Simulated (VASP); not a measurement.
# AgCl (R-3m) in VASP: notebook, part 2 of 2

VASP 6.6.1.

## 4. Electric field gradients, LDA (equal xy, yz and zx shear strains of +3 %)

The input, INCAR:

```
SYSTEM = AgCl
PREC = Accurate
ENCUT = 520
EDIFF = 1E-8
ISMEAR = -1
SIGMA = 0.02
LREAL = .False.
LASPH = .True.
NELM = 60
ALGO = Normal
ISIF = 2
LWAVE = .False.
LCHARG = .False.
GGA = CA
LEFG = .True.
NBANDS = 16
```

The input, KPOINTS:

```
regular mesh
0
Gamma
  8 8 8
  0 0 0
```

The input, POSCAR:

```
AgCl
1.0
    0.0831945000      2.8147472500      2.8147472500
    2.8147472500      0.0831945000      2.8147472500
    2.8147472500      2.8147472500      0.0831945000
Ag Cl
1 1
Direct
    0.5000000000      0.5000000000      0.5000000000
    0.0000000000      0.0000000000      0.0000000000
```

Potentials or basis: VASP PAW LDA potentials, release 64 (Ag, Cl).

On the command line:

```
> cat potpaw_LDA.64/Ag/POTCAR potpaw_LDA.64/Cl/POTCAR > POTCAR
> mpirun -np 1 vasp_std > vasp.out
```

OUTCAR:

```text
SYSTEM = AgCl
   PREC = Accurate
   ENCUT = 520
   EDIFF = 1E-8
   ISMEAR = -1
   LREAL = .False.
   LASPH = .True.
   NELM = 60
   ISIF = 2
   GGA = CA

 ion  position               nearest neighbor table
   1  0.500  0.500  0.500-   2 2.77   2 2.77   2 2.77   2 2.77   2 2.77   2 2.77
   2  0.000  0.000  0.000-   1 2.77   1 2.77   1 2.77   1 2.77   1 2.77   1 2.77

  LATTYP: Found a trigonal (rhomboedric) cell.
 ALAT       =     3.9815230111
 COS(alpha) =     0.5293254421

  Lattice vectors:

 A1 = (   0.0831945000,   2.8147472500,   2.8147472500)
 A2 = (   2.8147472500,   0.0831945000,   2.8147472500)
 A3 = (   2.8147472500,   2.8147472500,   0.0831945000)

Analysis of symmetry for initial positions (statically):
=====================================================================
 Subroutine PRICEL returns:
 Original cell was already a primitive cell.

 Routine SETGRP: Setting up the symmetry group for a
 trigonal (rhombohedral) supercell.

 Subroutine GETGRP returns: Found 12 space group operations
 (whereof 12 operations were pure point group operations)
 out of a pool of 12 trial point group operations.

The static configuration has the point symmetry D_3d.

Analysis of symmetry for dynamics (positions and initial velocities):
=====================================================================
 Subroutine PRICEL returns:
 Original cell was already a primitive cell.

 Routine SETGRP: Setting up the symmetry group for a
 trigonal (rhombohedral) supercell.

 Subroutine GETGRP returns: Found 12 space group operations
 (whereof 12 operations were pure point group operations)
 out of a pool of 12 trial point group operations.

The dynamic configuration has the point symmetry D_3d.

 Subroutine INISYM returns: Found 12 space group operations
 (whereof 12 operations are pure point group operations),
 and found     1 'primitive' translations

----------------------------------------------------------------------------------------

                                     Primitive cell

  volume of cell :      42.6245

  direct lattice vectors                    reciprocal lattice vectors
     0.083194500  2.814747250  2.814747250    -0.185711791  0.180380352  0.180380352
     2.814747250  0.083194500  2.814747250     0.180380352 -0.185711791  0.180380352
     2.814747250  2.814747250  0.083194500     0.180380352  0.180380352 -0.185711791

  length of vectors
     3.981523011  3.981523011  3.981523011     0.315536071  0.315536071  0.315536071

  position of ions in fractional coordinates (direct lattice)
     0.500000000  0.500000000  0.500000000
     0.000000000  0.000000000  0.000000000

  ion indices of the primitive-cell ions
   primitive index   ion index
                 1           1
                 2           2

----------------------------------------------------------------------------------------

 KPOINTS: regular mesh

Automatic generation of k-mesh.
 Grid dimensions read from file:
 generate k-points for:    8    8    8
[... 72 lines left out ...]
   POTIM  = 0.5000    time-step for ionic-motion
   TEBEG  =    0.0;   TEEND  =   0.0 temperature during run
   PSTRESS=    0.0 pullay stress
   NELECT =      18.0000    total number of electrons
   NUPDOWN=      -1.0000    fix difference up-down
   EMIN   =  10.00;   EMAX   =-10.00  energy-range for DOS
   EFERMI =   0.00;   METHOD = LEGACY
   ISMEAR =    -1;   SIGMA  =   0.02  broadening in eV -4-tet -1-fermi 0-gaus
   EFERMI_NEDOS =   21; number of points for ismear=-14 and -15
   IALGO  =     38    algorithm
   IMIX   =      4    mixing-type and parameters
     AMIX     =   0.40;   BMIX     =  1.00
     AMIX_MAG =   1.60;   BMIX_MAG =  1.00
  volume/ion in A,a.u.               =      21.31       143.82
  Fermi-wavevector in a.u.,A,eV,Ry     =   1.228228  2.321015 20.524995  1.508545
  Thomas-Fermi vector in A             =   2.363162
   LORBIT       =      0    0 simple, 1 ext, 2 COOP (PROOUT), +10 PAW based schemes
   GGA     = CA    functional components
   LHFCALC =     F    Hartree Fock is set to
   AEXX    =    0.0000 exact exchange contribution
   IVDW    =     0    specifies the selected vdW correction
   LEPSILON=     F    determine dielectric tensor
   LRPA    =     F    only Hartree local field effects (RPA)
 non-spin polarized calculation
  energy-cutoff  :      520.00
  volume of cell :       42.62
 maximum number of plane-waves:      1160
 NGX is ok and might be reduce to    30
   NGX = 15   NGY = 15   NGZ = 15

 number of electron      18.0000005 magnetization

 Free energy of the ion-electron system (eV)
  ---------------------------------------------------
  ext. energy  EPLUGINS =         0.00000000
  ---------------------------------------------------
  free energy    TOTEN  =        -6.71003428 eV

  energy without entropy =       -6.71003427  energy(sigma->0) =       -6.71003428

 E-fermi :   3.9343     XC(G=0): -10.4444

 val. band max:        3.6212372643   @ k =   0.5000   0.0000  -0.0000
 cond. band min:       4.2191826798   @ k =   0.0000   0.0000   0.0000
 fundamental gap:      0.5979454155
 Fermi energy:         3.9342634484

 k-point     1 :       0.0000    0.0000    0.0000
  band No.  band energies     occupation
      1     -11.4617      2.00000
      2       1.0102      2.00000
      3       1.0657      2.00000
      4       1.0657      2.00000
      5       1.1153      2.00000
      6       1.1153      2.00000
[... 433 lines left out ...]
      3      -0.3503      2.00000
      4      -0.1284      2.00000
      5       1.2787      2.00000
      6       1.3267      2.00000
[... 8 lines left out ...]
     15      16.8945      0.00000
     16      17.0682      0.00000

 [... further k-points ...]

------------------------ aborting loop because EDIFF is reached ----------------------------------------

  FORCE on cell =-STRESS in cart. coord.  units (eV):
  Direction    XX          YY          ZZ          XY          YZ          ZX
  --------------------------------------------------------------------------------------
  -------------------------------------------------------------------------------------
  Total       -1.4911304     -1.4911304     -1.4911304     -0.0680765     -0.0680765     -0.0680765
  in kB      -56.0488157    -56.0488157    -56.0488157     -2.5588682     -2.5588682     -2.5588682
  external PRESSURE =     -56.0488157 kB  Pullay stress =       0.0000000 kB

 VOLUME and BASIS-vectors are now :
 -----------------------------------------------------------------------------
  energy-cutoff  :      520.00
  volume of cell :       42.62
      direct lattice vectors                 reciprocal lattice vectors
     0.083194500  2.814747250  2.814747250    -0.185711791  0.180380352  0.180380352
     2.814747250  0.083194500  2.814747250     0.180380352 -0.185711791  0.180380352
     2.814747250  2.814747250  0.083194500     0.180380352  0.180380352 -0.185711791

 POSITION                                       TOTAL-FORCE (eV/Angst)
 -----------------------------------------------------------------------------------
      2.85634      2.85634      2.85634         0.000000     -0.000000      0.000000
      0.00000      0.00000      0.00000        -0.000000      0.000000     -0.000000
 -----------------------------------------------------------------------------------
    total drift:                                0.000000      0.000000      0.000000

  FREE ENERGIE OF THE ION-ELECTRON SYSTEM (eV)
  ---------------------------------------------------
  free  energy   TOTEN  =        -6.7100342765 eV

  energy  without entropy=       -6.7100342748  energy(sigma->0) =       -6.71003428

 Electric field gradients (V/A^2)
---------------------------------------------------------------------
 ion       V_xx      V_yy      V_zz      V_xy      V_xz      V_yz
---------------------------------------------------------------------
   1       0.000     0.000    -0.000    -3.303    -3.303    -3.303
   2      -0.000    -0.000     0.000     7.052     7.052     7.052
---------------------------------------------------------------------

 Electric field gradients after diagonalization (V/A^2)
 (convention: |V_zz| > |V_xx| > |V_yy|)
----------------------------------------------------------------------
 ion       V_xx      V_yy      V_zz     asymmetry (V_yy - V_xx)/ V_zz
----------------------------------------------------------------------
   1       3.303     3.303    -6.607       0.000
   2      -7.052    -7.052    14.104       0.000
----------------------------------------------------------------------

           NMR quadrupolar parameters

 Cq : quadrupolar parameter    Cq=e*Q*V_zz/h
 eta: asymmetry parameters     (V_yy - V_xx)/ V_zz
 Q  : nuclear electric quadrupole moment in mb (millibarn)
----------------------------------------------------------------------
 ion       Cq(MHz)       eta       Q (mb)
----------------------------------------------------------------------
   1      -0.016       0.000       1.000
   2       0.034       0.000       1.000
----------------------------------------------------------------------
```

OSZICAR:

```text
N       E                     dE             d eps       ncg     rms          rms(c)
DAV:   1     0.895835853453E+02    0.89584E+02   -0.85840E+03  2088   0.101E+03
DAV:   2    -0.397198053510E+01   -0.93556E+02   -0.85657E+02  2616   0.216E+02
DAV:   3    -0.686108193271E+01   -0.28891E+01   -0.28816E+01  2664   0.387E+01
DAV:   4    -0.687485889446E+01   -0.13777E-01   -0.13776E-01  2672   0.306E+00
DAV:   5    -0.687501190011E+01   -0.15301E-03   -0.15300E-03  2608   0.321E-01    0.635E+00
DAV:   6    -0.671951904923E+01    0.15549E+00   -0.24501E-01  2776   0.669E+00    0.421E+00
DAV:   7    -0.671289568391E+01    0.66234E-02   -0.62687E-02  2544   0.168E+00    0.192E+00
DAV:   8    -0.671012819006E+01    0.27675E-02   -0.42640E-03  2424   0.587E-01    0.243E-01
DAV:   9    -0.671002512441E+01    0.10307E-03   -0.26200E-04  2768   0.237E-01    0.430E-02
DAV:  10    -0.671003425092E+01   -0.91265E-05   -0.27829E-05  2432   0.453E-02    0.138E-02
DAV:  11    -0.671003428504E+01   -0.34121E-07   -0.28860E-07  2720   0.418E-03    0.190E-03
DAV:  12    -0.671003427650E+01    0.85402E-08   -0.93625E-08  2560   0.242E-03
   1 F= -.67100343E+01 E0= -.67100343E+01  d E =-.168739E-08
```

stdout:

```text
POSCAR found type information on POSCAR AgCl
 POSCAR found :  2 types and       2 ions
 scaLAPACK will be used
 LDA part: xc-table for (Slater(with rela. corr.)+CA(PZ))
 , standard interpolation
 POSCAR, INCAR and KPOINTS ok, starting setup
 FFT: planning ... GRIDC
 FFT: planning ... GRID_SOFT
 FFT: planning ... GRID
 WAVECAR not read
 entering main loop
ion   1

ion   2
```

Run time: 20 s. Hardware: 1 thread of Intel Xeon 6975P-C (Granite Rapids), shared host; peak memory 0.17 GiB.

Results:

```
Free energy            : -6.7100 eV
Pressure               : -5.6 GPa
Band gap on the k mesh : 0.60 eV, indirect (least direct gap 2.86 eV)
```

Levels at points of the mesh, in eV from the valence-band top:
| k point | band 5 | band 6 | band 7 | band 8 | band 9 | band 10 | band 11 | band 12 | band 13 | band 14 |
| --- | --- | --- | --- | --- | --- | --- | --- | --- | --- | --- |
| (0.00, 0.00, 0.00) | -2.51 | -2.51 | -2.48 | -2.26 | -2.26 | 0.60 | 10.35 | 10.88 | 10.88 | 11.91 |
| (0.50, 0.00, 0.00) | -2.22 | -2.15 | -1.82 | -0.06 | 0.00 | 3.87 | 6.36 | 7.16 | 7.50 | 13.19 |
| (0.50, 0.50, 0.00) | -2.91 | -2.33 | -2.06 | -2.06 | -1.98 | 2.09 | 7.82 | 8.31 | 11.10 | 11.32 |
| (0.50, 0.50, 0.50) | -2.21 | -2.21 | -1.93 | -0.07 | -0.07 | 4.09 | 6.10 | 7.72 | 7.72 | 13.49 |

Electric field gradients, principal values (V/Å²):
```
atom   least  middle  greatest (by size)
1 Ag   3.303   3.303              -6.607
2 Cl  -7.052  -7.052              14.104
```

Caveat: the cell differs from its parent crystal (equal xy, yz and zx shear strains of +3 %); without QUAD_EFG the Cq values of the log hold for a quadrupole moment of 1 mb, not for the nuclei. A k mesh can miss the band edges.

## 5. The runs side by side

| cell | gap on the mesh (eV) | pressure (GPa) |
| --- | --- | --- |
| a = 3.883 Å, angles 61.3°, 2 atoms | 0.62 | -5.6 |
| a = 3.942 Å, angles 59.3°, 2 atoms | 0.63 | -5.6 |
| a = 3.982 Å, angles 58.0°, 2 atoms | 0.60 | -5.6 |

Alike in all rows: task electric field gradients; level LDA; potentials or basis VASP PAW LDA potentials, release 64 (Ag, Cl); no spin polarisation; k mesh 8 × 8 × 8; cutoff (eV) 520; smearing fermi-dirac 0.02 eV.

Absolute energies hang on the potentials; compare differences alone.
